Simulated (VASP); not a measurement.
# MgSe (Fm-3m) in VASP: G0W0 quasiparticle levels with PBE

Aim: the G0W0 quasiparticle levels of MgSe with PBE.

All numbers are computed with VASP 6.6.1; they aren't measurements. Logs are shortened: lines on timing, memory, paths and dates and some standing lists are left out, and cuts for length are marked.

**1. The cell of the first run**

Symmetry: Fm-3m, No. 225, cubic system. Conventional cell: a = 5.473 Å, b = 5.473 Å, c = 5.473 Å, α = 90.00°, β = 90.00°, γ = 90.00°. Within 3.6 Å of Mg (site symmetry m-3m) lie 6 Se at 2.74 Å. Within 3.6 Å of Se (site symmetry m-3m) lie 6 Mg at 2.74 Å.

**2. G0W0 quasiparticle levels, PBE**

POSCAR

```
MgSe
1.0
    0.0000000000      2.7362756107      2.7362756107
    2.7362756107      0.0000000000      2.7362756107
    2.7362756107      2.7362756107      0.0000000000
Mg Se
1 1
Direct
    0.0000000000      0.0000000000      0.0000000000
    0.5000000000      0.5000000000      0.5000000000
```

INCAR.step1

```
  PREC = Accurate
  ENCUT = 500
  EDIFF = 1E-8
  ISMEAR = 0
  SIGMA = 0.01
  LREAL = False
  LASPH = True
  NELM = 80
  ALGO = Normal
  LWAVE = True
  LCHARG = False
  GGA = PE
```

INCAR.step2

```
  PREC = Accurate
  ENCUT = 500
  EDIFF = 1E-8
  ISMEAR = 0
  SIGMA = 0.01
  LREAL = False
  LASPH = True
  NELM = 1
  ALGO = Exact
  LWAVE = True
  LCHARG = False
  GGA = PE
  NBANDS = 439
  LOPTICS = True
  ISTART = 1
```

INCAR.step3

```
  PREC = Accurate
  ENCUT = 500
  EDIFF = 1E-8
  ISMEAR = 0
  SIGMA = 0.01
  LREAL = False
  LASPH = True
  ALGO = EVGW0
  LWAVE = False
  LCHARG = False
  GGA = PE
  NELMGW = 1
  NBANDS = 439
  ENCUTGW = 200
  NOMEGA = 48
  PRECFOCK = Fast
  ISTART = 1
  NBANDSGW = 12
```

KPOINTS

```
regular mesh
0
Gamma
  6 6 6
```

Potentials or basis: VASP PAW PBE potentials, release 64 (Mg_GW, Se_GW).

The run is started by

```console
cat potpaw_PBE.64/Mg_GW/POTCAR potpaw_PBE.64/Se_GW/POTCAR > POTCAR
cp INCAR.step1 INCAR
mpirun -np 1 vasp_std > vasp.out
cp INCAR.step2 INCAR
mpirun -np 1 vasp_std > vasp.out
cp INCAR.step3 INCAR
mpirun -np 1 vasp_std > vasp.out
```

OUTCAR:

```text
PREC = Accurate
   ENCUT = 500
   EDIFF = 1E-8
   ISMEAR = 0
   LREAL = False
   LASPH = True
   GGA = PE
   NELMGW = 1
   ENCUTGW = 200
   PRECFOCK = Fast
   ISTART = 1

 ion  position               nearest neighbor table
   1  0.000  0.000  0.000-
   2  0.500  0.500  0.500-

  LATTYP: Found a face centered cubic cell.
 ALAT       =     5.4725512214

  Lattice vectors:

 A1 = (   0.0000000000,   2.7362756107,   2.7362756107)
 A2 = (   2.7362756107,   0.0000000000,   2.7362756107)
 A3 = (   2.7362756107,   2.7362756107,   0.0000000000)

Analysis of symmetry for initial positions (statically):
=====================================================================
 Subroutine PRICEL returns:
 Original cell was already a primitive cell.

 Routine SETGRP: Setting up the symmetry group for a
 face centered cubic supercell.

 Subroutine GETGRP returns: Found 48 space group operations
 (whereof 48 operations were pure point group operations)
 out of a pool of 48 trial point group operations.

The static configuration has the point symmetry O_h .

Analysis of symmetry for dynamics (positions and initial velocities):
=====================================================================
 Subroutine PRICEL returns:
 Original cell was already a primitive cell.

 Routine SETGRP: Setting up the symmetry group for a
 face centered cubic supercell.

 Subroutine GETGRP returns: Found 48 space group operations
 (whereof 48 operations were pure point group operations)
 out of a pool of 48 trial point group operations.

The dynamic configuration has the point symmetry O_h .

 Subroutine INISYM returns: Found 48 space group operations
 (whereof 48 operations are pure point group operations),
 and found     1 'primitive' translations

----------------------------------------------------------------------------------------

                                     Primitive cell

  volume of cell :      40.9741

  direct lattice vectors                    reciprocal lattice vectors
     0.000000000  2.736275611  2.736275611    -0.182730131  0.182730131  0.182730131
     2.736275611  0.000000000  2.736275611     0.182730131 -0.182730131  0.182730131
     2.736275611  2.736275611  0.000000000     0.182730131  0.182730131 -0.182730131

  length of vectors
     3.869678079  3.869678079  3.869678079     0.316497870  0.316497870  0.316497870

  position of ions in fractional coordinates (direct lattice)
     0.000000000  0.000000000  0.000000000
     0.500000000  0.500000000  0.500000000

  ion indices of the primitive-cell ions
   primitive index   ion index
                 1           1
                 2           2

----------------------------------------------------------------------------------------

 KPOINTS: regular mesh

Automatic generation of k-mesh.
 Grid dimensions read from file:
 generate k-points for:    6    6    6

 Generating k-lattice:

  Cartesian coordinates                     Fractional coordinates (reciprocal lattice)
    -0.030455022  0.030455022  0.030455022     0.166666667  0.000000000  0.000000000
     0.030455022 -0.030455022  0.030455022     0.000000000  0.166666667  0.000000000
     0.030455022  0.030455022 -0.030455022     0.000000000  0.000000000  0.166666667

  Length of vectors
     0.052749645  0.052749645  0.052749645

  Shift w.r.t. Gamma in fractional coordinates (k-lattice)
     0.000000000  0.000000000  0.000000000

 Subroutine IBZKPT returns following result:
 ===========================================

 Found     16 irreducible k-points:

 Following reciprocal coordinates:
            Coordinates               Weight
  0.000000  0.000000  0.000000      1.000000
  0.166667  0.000000  0.000000      8.000000
  0.333333  0.000000  0.000000      8.000000
  0.500000  0.000000  0.000000      4.000000
  0.166667  0.166667  0.000000      6.000000
  0.333333  0.166667  0.000000     24.000000
[... 8 lines left out ...]
 -0.333333  0.333333  0.166667     24.000000
 -0.333333  0.500000  0.166667     12.000000
   k-points           NKPTS =     16   k-points in BZ     NKDIM =    216   number of bands    NBANDS=    439
   number of dos      NEDOS =    301   number of ions     NIONS =      2
   total plane-waves  NPLWV =  21952
   dimension x,y,z NGX =    28 NGY =   28 NGZ =   28
   dimension x,y,z NGXF=    56 NGYF=   56 NGZF=   56
   ions per type =               1   1
   NGX,Y,Z   is equivalent  to a cutoff of  12.03, 12.03, 12.03 a.u.
   NGXF,Y,Z  is equivalent  to a cutoff of  24.06, 24.06, 24.06 a.u.
 SYSTEM =  unknown system
   PREC   = accura    normal or accurate (medium, high low for compatibility)
   ISTART =      1    job   : 0-new  1-cont  2-samecut
   ICHARG =      0    charge: 1-file 2-atom 10-const
   ISPIN  =      1    spin polarized calculation?
   LNONCOLLINEAR =      F non collinear calculations
   LSORBIT =      F    spin-orbit coupling
   LASPH  =      T    aspherical Exc in radial PAW
   ENCUT  =  500.0 eV  36.75 Ry    6.06 a.u.   7.06  7.06  7.06*2*pi/ulx,y,z
   NELM   =     60;   NELMIN=  2; NELMDL=  0     # of ELM steps
   EDIFF  = 0.1E-07   stopping-criterion for ELM
   LREAL  =      F    real-space projection
   EDIFFG = 0.1E-06   stopping-criterion for IOM
   NSW    =      0    number of steps for IOM
   IBRION =     -1    ionic relax: 0-MD 1-quasi-New 2-CG
   NFREE  =      0    steps in history (QN), initial steepest desc. (CG)
   ISIF   =      0    stress and relaxation
   ISYM   =      3    0-nonsym 1-usesym 2-fastsym
   POTIM  = 0.5000    time-step for ionic-motion
   TEBEG  =    0.0;   TEEND  =   0.0 temperature during run
   PSTRESS=    0.0 pullay stress
   NELECT =       8.0000    total number of electrons
   NUPDOWN=      -1.0000    fix difference up-down
   EMIN   =  10.00;   EMAX   =-10.00  energy-range for DOS
   EFERMI =   0.00;   METHOD = LEGACY
   ISMEAR =     0;   SIGMA  =   0.01  broadening in eV -4-tet -1-fermi 0-gaus
   EFERMI_NEDOS =   21; number of points for ismear=-14 and -15
   IALGO  =     38    algorithm
   IMIX   =      4    mixing-type and parameters
     AMIX     =   0.40;   BMIX     =  1.00
     AMIX_MAG =   1.60;   BMIX_MAG =  1.00
  volume/ion in A,a.u.               =      20.49       138.25
  Fermi-wavevector in a.u.,A,eV,Ry     =   0.949733  1.794736 12.272364  0.901993
  Thomas-Fermi vector in A             =   2.078044
   LORBIT       =      0    0 simple, 1 ext, 2 COOP (PROOUT), +10 PAW based schemes
   GGA     = PE    functional components
   LHFCALC =     T    Hartree Fock is set to
   PRECFOCK=fast      Normal, Fast or Accurate (Low or Medium for compatibility)
   ENCUT4O =  -1.0   cutoff for four orbital integrals eV
   NKREDX  =     1    reduce k-point grid by
   NKREDY  =     1    reduce k-point grid by
   NKREDZ  =     1    reduce k-point grid by
   AEXX    =    1.0000 exact exchange contribution
   HFSCREEN=    0.0000 screening length (either q_TF or 0.3 A-1)
   HFSCREENC=   0.0000 screening length for correlation (either q_TF or 0.3 A-1)
   ENCUTFOCK=  -1.0 apply spherical cutoff to Coloumb kernel
   IVDW    =     0    specifies the selected vdW correction
   LEPSILON=     F    determine dielectric tensor
   LRPA    =     F    only Hartree local field effects (RPA)
   LRPAFORCE           =     F    calculate RPA forces
   ENCUTGW             = 200.0    cutoff for response function in eV
   ENCUTGWSOFT         = 160.0    soft cutoff for Coulomb kernel in GW response function in eV
   ENCUTLF             =  -1.0    cutoff for local field effects
   NELMGW              =     1    number of iterations in solving QP/BSE equation
   NELMHF              =     1    number of iterations in the inner HF iteration
   NKREDLFX            =     1    NKREDLFY  =   1   NKREDLFZ  =   1
 non-spin polarized calculation
 Gauss-broadening in eV      SIGMA  =   0.01
  energy-cutoff  :      500.00
  volume of cell :       40.97
 maximum number of plane-waves:      1056
  NGX = 16; NGY = 16; NGZ = 16
   NGX = 15   NGY = 15   NGZ = 15
 maximum number of plane-waves:       274

 QP shifts <psi_nk| G(iteration)W_0 |psi_nk>: iteration 1
 for sc-GW calculations column KS-energies equals QP-energies in previous step
 and V_xc(KS)=  KS-energies - (<T + V_ion + V_H > + <T+V_H+V_ion>^1  + <V_x>^1)

 k-point   1 :       0.0000    0.0000    0.0000
  band No.  KS-energies  QP-energies   sigma(KS)   V_xc(KS)     V^pw_x(r,r')   Z            occupation Imag(sigma)

      1      -9.7493     -10.6664     -13.3670     -12.0347     -19.6913       0.6884       2.0000       1.3141
      2       3.1318       2.1200     -13.4447     -12.1296     -14.6223       0.7694       2.0000       0.0416
      3       3.1318       2.1200     -13.4447     -12.1296     -14.6223       0.7694       2.0000       0.0416
      4       3.1318       2.1200     -13.4447     -12.1296     -14.6223       0.7694       2.0000       0.0416
      5       5.6333       6.0474      -8.9505      -9.4711      -5.2895       0.7953       0.0000      -0.0801
      6      10.5456      10.7720      -8.2535      -8.5444      -3.8306       0.7784       0.0000      -0.1174
      7      10.5456      10.7720      -8.2535      -8.5444      -3.8306       0.7784       0.0000      -0.1174
      8      10.5456      10.7720      -8.2535      -8.5444      -3.8306       0.7784       0.0000      -0.1174
      9      13.0782      13.3782      -8.9918      -9.3866      -4.0327       0.7598       0.0000      -0.2130
     10      13.0782      13.3782      -8.9918      -9.3866      -4.0327       0.7598       0.0000      -0.2130
     11      14.0952      14.0377      -7.2196      -7.1428      -1.8558       0.7495       0.0000      -0.2767
     12      14.2630      14.5688      -7.8902      -8.3048      -2.1686       0.7377       0.0000      -0.3787

 k-point   2 :       0.1667    0.0000    0.0000
  band No.  KS-energies  QP-energies   sigma(KS)   V_xc(KS)     V^pw_x(r,r')   Z            occupation Imag(sigma)

      1      -9.5223     -10.4186     -13.4467     -12.1498     -19.7080       0.6911       2.0000       1.2789
      2       1.3150       0.3403     -12.3222     -11.0307     -13.8951       0.7548       2.0000       0.0610
      3       2.9674       1.9463     -13.3599     -12.0322     -14.5826       0.7691       2.0000       0.0430
      4       2.9674       1.9463     -13.3599     -12.0322     -14.5826       0.7691       2.0000       0.0430
      5       6.9464       7.2944      -9.2522      -9.6949      -5.4123       0.7862       0.0000      -0.0847
      6      10.2464      10.4722      -8.7281      -9.0204      -4.2492       0.7726       0.0000      -0.1199
      7      10.7063      10.9715      -8.3810      -8.7245      -3.8401       0.7719       0.0000      -0.1319
      8      10.7063      10.9715      -8.3810      -8.7245      -3.8401       0.7719       0.0000      -0.1319
      9      11.9980      12.2752      -8.3943      -8.7585      -3.5096       0.7612       0.0000      -0.1877
     10      11.9980      12.2752      -8.3943      -8.7585      -3.5096       0.7612       0.0000      -0.1877
     11      13.5537      13.7970      -7.6889      -8.0161      -2.1067       0.7437       0.0000      -0.3458
     12      16.4313      16.4150      -7.6628      -7.6414      -2.0043       0.7589       0.0000      -0.4637
[... 196 lines left out ...]
      1      -8.4002      -9.1992     -14.0725     -12.9258     -19.9633       0.6967       2.0000       1.0581
      2      -0.8655      -1.9197     -11.5397     -10.0824     -14.0684       0.7234       2.0000       0.1350
      3       0.3669      -0.7168     -12.0403     -10.5787     -14.0820       0.7415       2.0000       0.0851
      4       1.4607       0.4316     -12.3556     -10.9923     -13.9552       0.7548       2.0000       0.0594
      5       7.6453       7.9768      -8.9197      -9.3458      -4.9486       0.7781       0.0000      -0.0894
      6       9.0846       9.3674      -8.4817      -8.8463      -4.1343       0.7756       0.0000      -0.1096
      7      11.4040      11.6881      -9.0613      -9.4367      -4.1804       0.7568       0.0000      -0.1678
      8      11.4121      11.6421      -9.2121      -9.5150      -4.3753       0.7594       0.0000      -0.1586
      9      14.0881      14.3378      -8.3714      -8.7027      -2.9098       0.7534       0.0000      -0.3297
     10      15.5684      15.8668      -8.7059      -9.1072      -2.7522       0.7436       0.0000      -0.5118
     11      18.2721      18.3888      -7.9786      -8.1323      -1.9903       0.7596       0.0000      -0.6755
     12      18.4417      18.6737      -9.5929      -9.8988      -3.5887       0.7582       0.0000      -0.6244

 k-point  16 :      -0.3333    0.5000    0.1667
  band No.  KS-energies  QP-energies   sigma(KS)   V_xc(KS)     V^pw_x(r,r')   Z            occupation Imag(sigma)

      1      -8.3149      -9.1036     -14.1223     -12.9919     -19.9851       0.6977       2.0000       1.0415
      2      -0.6433      -1.7408     -11.7439     -10.2296     -14.2150       0.7248       2.0000       0.1240
      3       0.4942      -0.5948     -12.0957     -10.6312     -14.0856       0.7436       2.0000       0.0810
      4       0.7660      -0.2328     -11.8912     -10.5572     -13.6785       0.7488       2.0000       0.0726
      5       6.6763       6.9993      -8.8808      -9.2931      -5.1540       0.7833       0.0000      -0.0796
      6       8.9402       9.1019      -8.4739      -8.6802      -4.2837       0.7837       0.0000      -0.0998
      7      11.2596      11.6138      -8.6770      -9.1466      -3.7167       0.7541       0.0000      -0.1829
      8      12.5670      12.7791      -9.4240      -9.7072      -4.2869       0.7490       0.0000      -0.2038
      9      15.5918      15.8750      -9.0618      -9.4465      -3.0143       0.7361       0.0000      -0.5092
     10      16.8921      17.1268      -8.7889      -9.1036      -2.6993       0.7460       0.0000      -0.6023
     11      17.6359      17.9774      -9.2721      -9.7218      -3.3124       0.7593       0.0000      -0.6153
     12      19.2595      19.4195      -9.8297     -10.0415      -3.7196       0.7553       0.0000      -0.6500
```

It took 25 min on 1 thread of Intel Xeon Platinum 8488C (Sapphire Rapids), shared host; peak memory 2.1 GiB.

Results:

```
Quasiparticle gap                                   : 3.13 eV
Least direct quasiparticle gap                      : 3.93 eV
Band gap of the starting levels on the mesh         : 1.78 eV
Least direct gap of the starting levels on the mesh : 2.50 eV
```

Caveat: bands, screening cutoff and mesh are small and nothing is extrapolated, so the quasiparticle values aren't converged.
